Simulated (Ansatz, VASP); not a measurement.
## One calculation of Ba, two programs

```
Ba
1.0
    -2.70000    2.70000    2.40000
     2.70000   -2.70000    2.40000
     2.70000    2.70000   -2.40000
Ba
1
Direct
  0.00000 0.00000 0.00000
```

Change from the starting cell: strain +0.080 along x and y, -0.040 along z, atoms carried along.

Alike in both runs: task single point; functional PBEsol; k mesh 14 × 14 × 14; occupations gaussian, width 0.15 eV; no spin polarisation.

|  | VASP | Ansatz |
| --- | --- | --- |
| version | VASP 6.6.1 | Ansatz 0.2.0 |
| potentials or method | VASP PAW PBE potentials, release 64 (Ba_sv), cutoff 520 eV | scalar-relativistic, plane waves, PAW |
| valence electrons in the cell | 10 | 10 |

VASP gave:

```
gap on the k mesh at the Fermi level (eV)                     : none
pressure (GPa)                                                : -1.2
traceless stress, the component that is largest in VASP (GPa) : 0.38
```

Which values does Ansatz return?

gap on the k mesh at the Fermi level (eV): none; pressure (GPa): -1.3; traceless stress, the component that is largest in VASP (GPa): 0.38.

VASP's potentials were made for PBE, not for PBEsol. A gap of «none» marks a metal or a gap that the smearing closes. The functional is the same, so the differences come from potentials, cutoffs and numerics.

Spin-orbit coupling is off throughout.
